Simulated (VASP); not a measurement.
Write the native input for VASP 6.6.1 that does the following.

```
Task                   : single point
Functional             : PBEsol
Potentials or basis    : VASP PAW PBE potentials, release 64 (Hf_pv, N)
Cutoff                 : 520 eV
k mesh                 : 16 × 16 × 16
Occupations            : gaussian, width 0.15 eV
Spin                   : no spin polarisation
Dipole correction      : no
Further INCAR settings : ALGO = Normal; EDIFF = 1e-06; NBANDS = 14
```

The structure of HfN lies in POSCAR:

```
HfN
1.0
    0.0000000000      2.4548220000      2.4548220000
    2.4548220000      0.0000000000      2.4548220000
    2.4548220000      2.4548220000      0.0000000000
Hf N
1 1
Direct
    0.0127300472      0.0127300472     -0.0127300472
    0.7500000000      0.7500000000      0.7500000000
```

This cell differs from its parent crystal: all Hf atoms moved +0.062 Å, as atom 1 along Cartesian [0 0 1].

These files were run (other wordings do the same):

INCAR

```
PREC = Accurate ; ENCUT = 520
EDIFF = 1E-6 ; ISMEAR = 0
SIGMA = 0.15 ; LREAL = False
LASPH = True ; NELM = 80
ALGO = Normal ; ISIF = 2
LWAVE = False ; LCHARG = False
GGA = PS ; NBANDS = 14
```

KPOINTS

```
regular mesh
0
Gamma
  16 16 16
```

Potentials or basis: VASP PAW PBE potentials, release 64 (Hf_pv, N).

Launch:

```sh
$ cat potpaw_PBE.64/Hf_pv/POTCAR potpaw_PBE.64/N/POTCAR > POTCAR
$ mpirun -np 1 vasp_std > vasp.out
```

Results of the run:

```yaml
Pressure: -5.5 GPa
Largest_force: 0.714 eV/Å
Band_gap_on_the_k_mesh: zero (an odd number of electrons rules out a gap without spin polarisation)
```

Caveat: the cell differs from its parent crystal (all Hf atoms moved +0.062 Å, as atom 1 along Cartesian [0 0 1]); the cell stands under tension; the PAW data sets were made with another functional, which shifts forces and pressure a little; spin-orbit coupling is left out, which moves the levels of the heavy elements.

Wall time 6 min on 1 thread of Intel Xeon 8259CL, with other jobs on the host, peak memory 0.38 GiB.
